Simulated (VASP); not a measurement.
Wanted: the native input for a VASP 6.6.1 run.

```
Task                   : single point
Functional             : PBEsol
Potentials or basis    : VASP PAW PBE potentials, release 64 (In_d, O)
Cutoff                 : 520 eV
k mesh                 : 12 × 12 × 4
Occupations            : gaussian, width 0.03 eV
Spin                   : no spin polarisation
Dipole correction      : no
Further INCAR settings : ALGO = Normal; EDIFF = 1e-07; NBANDS = 27
```

The structure of InO lies in POSCAR:

```
InO
1.0
    3.1644093112      0.0000000000      0.0000000000
   -1.5822046556      2.7404588514      0.0000000000
    0.0000000000      0.0000000000     18.9118238907
In O
2 2
Direct
    0.6666666667      0.3333333333      0.5900210000
    0.6666666667      0.3333333333      0.4099790000
    0.0000000000      0.0000000000      0.6398670000
    0.0000000000      0.0000000000      0.3601330000
```

This cell differs from its parent crystal: ratio of the length along z to the lengths across it x 1.3, volume and fractional coordinates fixed.

One way to write it, as run:

INCAR

```
SYSTEM = InO
PREC = Accurate
ENCUT = 520
EDIFF = 1E-7
ISMEAR = 0
SIGMA = 0.03
LREAL = .FALSE.
LASPH = .TRUE.
NELM = 80
ALGO = Normal
ISIF = 2
LWAVE = .FALSE.
LCHARG = .TRUE.
GGA = PS
LELF = .TRUE.
LVHAR = .TRUE.
NBANDS = 27
```

KPOINTS

```
regular mesh
0
G
  12 12 4
  0 0 0
```

Potentials or basis: VASP PAW PBE potentials, release 64 (In_d, O).

The run is started by

```sh
$ cat potpaw_PBE.64/In_d/POTCAR potpaw_PBE.64/O/POTCAR > POTCAR
$ mpirun -np 1 vasp_std > vasp.out
```

Results of the run:

```yaml
Largest_force: 1.165 eV/Å
Band_gap_on_the_k_mesh: zero (bands 19 and 20 overlap by 0.87 eV)
```

Caveat: the PAW data sets were made with another functional, which shifts forces and pressure a little; spin-orbit coupling is left out, which moves the levels of the heavy elements.

Run time: 7.5 min on 1 thread of Intel Xeon 8259CL, on a shared host, peak memory 0.4 GiB.
